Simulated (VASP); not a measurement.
# Al (I4/mmm) in VASP: a series of runs

Al is run at these levels: PBE; tasks: single point.

Program: VASP 6.6.1. These are calculated values, not measurements. Logs are shortened: lines on timing, memory, paths and dates and some standing lists are left out, and cuts for length are marked.

### Step 1. The cell of the first run

It takes space group I4/mmm (No. 139, tetragonal). Conventional cell: a = 2.719 Å, b = 2.719 Å, c = 3.947 Å, α = 90.00°, β = 90.00°, γ = 90.00°. Within 3.6 Å of Al (site symmetry 4/mmm) lie 12 Al at 2.72 to 2.76 Å.

### Step 2. Single point, PBE (strain -0.050 along x and y, -0.025 along z)

Input file INCAR:

```
SYSTEM = Al
PREC     = Accurate       ! precision mode
ENCUT    = 520            ! plane-wave cutoff, eV
EDIFF    = 1E-6           ! SCF threshold, eV
ISMEAR   = 0              ! smearing method
SIGMA    = 0.15           ! smearing width, eV
LREAL    = .False.        ! projectors in reciprocal space
LASPH    = .True.         ! aspherical terms in the spheres
NELM     = 60             ! most SCF steps
ALGO     = Normal         ! electronic algorithm
ISIF     = 2              ! what is computed and relaxed
LWAVE    = .False.        ! write WAVECAR
LCHARG   = .False.        ! write CHGCAR
GGA      = PE             ! functional
NBANDS   = 8              ! bands
```

Input file KPOINTS:

```
regular mesh
0
Gamma
  20 20 20
  0 0 0
```

Input file POSCAR:

```
Al
1.0
    0.0000000000      1.9227810000      1.9733805000
    1.9227810000      0.0000000000      1.9733805000
    1.9227810000      1.9227810000      0.0000000000
Al
1
Direct
    0.0000000000      0.0000000000      0.0000000000
```

Potentials or basis: VASP PAW PBE potentials, release 64 (Al).

The run is started by

```sh
cat potpaw_PBE.64/Al/POTCAR > POTCAR
mpirun -np 1 vasp_std > vasp.out
```

OUTCAR:

```text
SYSTEM = Al
   PREC = Accurate
   ENCUT = 520
   EDIFF = 1E-6
   ISMEAR = 0
   LREAL = .False.
   LASPH = .True.
   NELM = 60
   ISIF = 2
   GGA = PE

 ion  position               nearest neighbor table
   1  0.000  0.000  0.000-

  LATTYP: Found a body centered tetragonal cell.
 ALAT       =     2.7192229677
 C/A-ratio  =     1.4514297088

  Lattice vectors:

 A1 = (  -1.9227810000,   0.0000000000,   1.9733805000)
 A2 = (   1.9227810000,   0.0000000000,   1.9733805000)
 A3 = (   0.0000000000,   1.9227810000,  -1.9733805000)

Analysis of symmetry for initial positions (statically):
=====================================================================
 Subroutine PRICEL returns:
 Original cell was already a primitive cell.

 Routine SETGRP: Setting up the symmetry group for a
 body centered tetragonal supercell.

 Subroutine GETGRP returns: Found 16 space group operations
 (whereof 16 operations were pure point group operations)
 out of a pool of 16 trial point group operations.

The static configuration has the point symmetry D_4h.

Analysis of symmetry for dynamics (positions and initial velocities):
=====================================================================
 Subroutine PRICEL returns:
 Original cell was already a primitive cell.

 Routine SETGRP: Setting up the symmetry group for a
 body centered tetragonal supercell.

 Subroutine GETGRP returns: Found 16 space group operations
 (whereof 16 operations were pure point group operations)
 out of a pool of 16 trial point group operations.

The dynamic configuration has the point symmetry D_4h.

 Subroutine INISYM returns: Found 16 space group operations
 (whereof 16 operations are pure point group operations),
 and found     1 'primitive' translations

----------------------------------------------------------------------------------------

                                     Primitive cell

  volume of cell :      14.5915

  direct lattice vectors                    reciprocal lattice vectors
     0.000000000  1.922781000  1.973380500    -0.260040015  0.260040015  0.253372322
     1.922781000  0.000000000  1.973380500     0.260040015 -0.260040015  0.253372322
     1.922781000  1.922781000  0.000000000     0.260040015  0.260040015 -0.253372322

  length of vectors
     2.755234540  2.755234540  2.719222968     0.446586109  0.446586109  0.446586109

  position of ions in fractional coordinates (direct lattice)
[... 77 lines left out ...]
   EDIFF  = 0.1E-05   stopping-criterion for ELM
   LREAL  =      F    real-space projection
   EDIFFG = 0.1E-04   stopping-criterion for IOM
   NSW    =      0    number of steps for IOM
   IBRION =     -1    ionic relax: 0-MD 1-quasi-New 2-CG
   NFREE  =      0    steps in history (QN), initial steepest desc. (CG)
   ISIF   =      2    stress and relaxation
   ISYM   =      2    0-nonsym 1-usesym 2-fastsym
   POTIM  = 0.5000    time-step for ionic-motion
   TEBEG  =    0.0;   TEEND  =   0.0 temperature during run
   PSTRESS=    0.0 pullay stress
   NELECT =       3.0000    total number of electrons
   NUPDOWN=      -1.0000    fix difference up-down
   EMIN   =  10.00;   EMAX   =-10.00  energy-range for DOS
   EFERMI =   0.00;   METHOD = LEGACY
   ISMEAR =     0;   SIGMA  =   0.15  broadening in eV -4-tet -1-fermi 0-gaus
   EFERMI_NEDOS =   21; number of points for ismear=-14 and -15
   IALGO  =     38    algorithm
   IMIX   =      4    mixing-type and parameters
     AMIX     =   0.40;   BMIX     =  1.00
     AMIX_MAG =   1.60;   BMIX_MAG =  1.00
  volume/ion in A,a.u.               =      14.59        98.47
  Fermi-wavevector in a.u.,A,eV,Ry     =   0.966233  1.825915 12.702477  0.933606
  Thomas-Fermi vector in A             =   2.096017
   LORBIT       =      0    0 simple, 1 ext, 2 COOP (PROOUT), +10 PAW based schemes
   GGA     = PE    functional components
   LHFCALC =     F    Hartree Fock is set to
   AEXX    =    0.0000 exact exchange contribution
   IVDW    =     0    specifies the selected vdW correction
   LEPSILON=     F    determine dielectric tensor
   LRPA    =     F    only Hartree local field effects (RPA)
 non-spin polarized calculation
 Gauss-broadening in eV      SIGMA  =   0.15
  energy-cutoff  :      520.00
  volume of cell :       14.59
 maximum number of plane-waves:       405
   NGX = 11   NGY = 11   NGZ = 11

 number of electron       3.0000000 magnetization

 Free energy of the ion-electron system (eV)
  ---------------------------------------------------
  ext. energy  EPLUGINS =         0.00000000
  ---------------------------------------------------
  free energy    TOTEN  =        -3.68051709 eV

  energy without entropy =       -3.67661974  energy(sigma->0) =       -3.67856841

 E-fermi :   9.3709     XC(G=0): -10.6498

 val. band max:        9.3679902737   @ k =  -0.2500   0.3000   0.1000
 cond. band min:       9.3788859855   @ k =  -0.2000   0.3500   0.3000
 fundamental gap:      0.0108957118
 Fermi energy:         9.3709445442

 k-point     1 :       0.0000    0.0000    0.0000
  band No.  band energies     occupation
      1      -2.6673      2.00000
      2      22.4721      0.00000
      3      22.7794      0.00000
      4      22.7794      0.00000
      5      25.1168      0.00000
      6      25.1168      0.00000
      7      25.2096      0.00000
      8      26.7415      0.00000
[... 243 lines left out ...]
 k-point    24 :      -0.3500    0.0500    0.0000
  band No.  band energies     occupation
      1       1.3234      2.00000
      2       8.7287      2.00000
      3      19.0718      0.00000
      4      22.2465      0.00000
      5      22.9118      0.00000
      6      23.7457      0.00000
      7      25.6086      0.00000
      8      27.9302      0.00000

 [... further k-points ...]

------------------------ aborting loop because EDIFF is reached ----------------------------------------

  FORCE on cell =-STRESS in cart. coord.  units (eV):
  Direction    XX          YY          ZZ          XY          YZ          ZX
  --------------------------------------------------------------------------------------
  -------------------------------------------------------------------------------------
  Total        1.2136938      1.2136938      1.0080072      0.0000000      0.0000000      0.0000000
  in kB      133.2659610    133.2659610    110.6811756      0.0000000      0.0000000      0.0000000
  external PRESSURE =     125.7376992 kB  Pullay stress =       0.0000000 kB

 VOLUME and BASIS-vectors are now :
 -----------------------------------------------------------------------------
  energy-cutoff  :      520.00
  volume of cell :       14.59
      direct lattice vectors                 reciprocal lattice vectors
     0.000000000  1.922781000  1.973380500    -0.260040015  0.260040015  0.253372322
     1.922781000  0.000000000  1.973380500     0.260040015 -0.260040015  0.253372322
     1.922781000  1.922781000  0.000000000     0.260040015  0.260040015 -0.253372322

 POSITION                                       TOTAL-FORCE (eV/Angst)
 -----------------------------------------------------------------------------------
      0.00000      0.00000      0.00000         0.000000      0.000000      0.000000
 -----------------------------------------------------------------------------------
    total drift:                                0.000000      0.000000     -0.000000

  FREE ENERGIE OF THE ION-ELECTRON SYSTEM (eV)
  ---------------------------------------------------
  free  energy   TOTEN  =        -3.6805170850 eV

  energy  without entropy=       -3.6766197359  energy(sigma->0) =       -3.67856841
```

OSZICAR:

```text
N       E                     dE             d eps       ncg     rms          rms(c)
DAV:   1    -0.216364164316E+01   -0.21636E+01   -0.88576E+02 10296   0.205E+02
DAV:   2    -0.369852387210E+01   -0.15349E+01   -0.14620E+01 14376   0.196E+01
DAV:   3    -0.370596026960E+01   -0.74364E-02   -0.74323E-02 13272   0.153E+00
DAV:   4    -0.370597861884E+01   -0.18349E-04   -0.18348E-04 15880   0.658E-02
DAV:   5    -0.370597866060E+01   -0.41763E-07   -0.41599E-07 13528   0.167E-03    0.154E+00
DAV:   6    -0.369120410417E+01    0.14775E-01   -0.11005E-03 13600   0.159E-01    0.893E-01
DAV:   7    -0.368052299742E+01    0.10681E-01   -0.34364E-03 13392   0.262E-01    0.174E-01
DAV:   8    -0.368051893602E+01    0.40614E-05   -0.11919E-05 15080   0.242E-02    0.361E-02
DAV:   9    -0.368051717777E+01    0.17583E-05   -0.59064E-07 14336   0.381E-03    0.578E-04
DAV:  10    -0.368051708504E+01    0.92726E-07   -0.26640E-09 10064   0.407E-04
   1 F= -.36805171E+01 E0= -.36785684E+01  d E =-.389735E-02
```

stdout:

```text
POSCAR found type information on POSCAR Al
 POSCAR found :  1 types and       1 ions
 scaLAPACK will be used
 LDA part: xc-table for (Slater+PW92), standard interpolation
 POSCAR, INCAR and KPOINTS ok, starting setup
 FFT: planning ... GRIDC
 FFT: planning ... GRID_SOFT
 FFT: planning ... GRID
 WAVECAR not read
 entering main loop
```

Wall time 69 s (1 thread of Intel Xeon 8259CL, shared host); peak memory 0.17 GiB.

What came out:

```yaml
Free_energy: -3.6805 eV
Pressure: 12.6 GPa
Band_gap_on_the_k_mesh: zero (an odd number of electrons rules out a gap without spin polarisation)
```

Levels at points of the mesh, in eV from the Fermi level:
| k point | band 1 | band 2 | band 3 | band 4 | band 5 |
| --- | --- | --- | --- | --- | --- |
| (0.00, 0.00, 0.00) | -12.04 | 13.10 | 13.41 | 13.41 | 15.75 |
| (0.50, 0.00, 0.00) | -5.12 | -4.58 | 11.68 | 12.34 | 12.36 |
| (0.50, 0.50, 0.00) | -3.52 | -2.04 | 5.47 | 6.53 | 6.53 |
| (0.50, 0.00, 0.50) | -3.11 | -1.49 | 5.16 | 5.92 | 6.10 |

Caveat: the cell differs from its parent crystal (strain -0.050 along x and y, -0.025 along z); the cell stands under pressure.

### Step 3. Single point, PBE (strain -0.050 along x and y, +0.000 along z)

Input file INCAR:

```
PREC     = Accurate       # precision mode
ENCUT    = 520            # plane-wave cutoff, eV
EDIFF    = 1E-6           # SCF threshold, eV
ISMEAR   = 0              # smearing method
SIGMA    = 0.15           # smearing width, eV
LREAL    = False          # projectors in reciprocal space
LASPH    = True           # aspherical terms in the spheres
NELM     = 60             # most SCF steps
ALGO     = Normal         # electronic algorithm
ISIF     = 2              # what is computed and relaxed
LWAVE    = False          # write WAVECAR
LCHARG   = True           # write CHGCAR
GGA      = PE             # functional
LELF     = True           # ELF
LVHAR    = True         
NBANDS   = 8              # bands
```

Input file KPOINTS:

```
regular mesh
0
Gamma
  20 20 20
```

Input file POSCAR:

```
Al
1.0
    0.0000000000      1.9227810000      2.0239800000
    1.9227810000      0.0000000000      2.0239800000
    1.9227810000      1.9227810000      0.0000000000
Al
1
Direct
    0.0000000000      0.0000000000      0.0000000000
```

Potentials or basis: VASP PAW PBE potentials, release 64 (Al).

The run is started by

```sh
cat potpaw_PBE.64/Al/POTCAR > POTCAR
mpirun -np 1 vasp_std > vasp.out
```

Run time: 67 s. Hardware: 1 thread of Intel Xeon 8259CL, shared host; peak memory 0.18 GiB.

The run converged. Its results:

| Property | Result |
| --- | --- |
| Free energy | -3.7011 eV |
| Pressure | 9.6 GPa |
| Band gap on the k mesh | zero (an odd number of electrons rules out a gap without spin polarisation) |

Stress tensor (GPa, compression positive):
```
11.08  0.00  0.00
 0.00 11.08  0.00
 0.00  0.00  6.65
```

Levels at points of the mesh, in eV from the Fermi level:
```tsv
k point	band 1	band 2	band 3	band 4	band 5	band 6
(0.00, 0.00, 0.00)	-11.83	12.80	13.40	13.40	15.39	15.39
(0.50, 0.00, 0.00)	-4.99	-4.51	11.23	11.63	12.54	13.20
(0.50, 0.50, 0.00)	-3.68	-2.36	5.70	6.75	6.75	10.69
(0.50, 0.00, 0.50)	-2.89	-1.28	5.09	5.57	5.94	9.73
```

Caveat: the cell differs from its parent crystal (strain -0.050 along x and y, +0.000 along z); the cell stands under pressure.
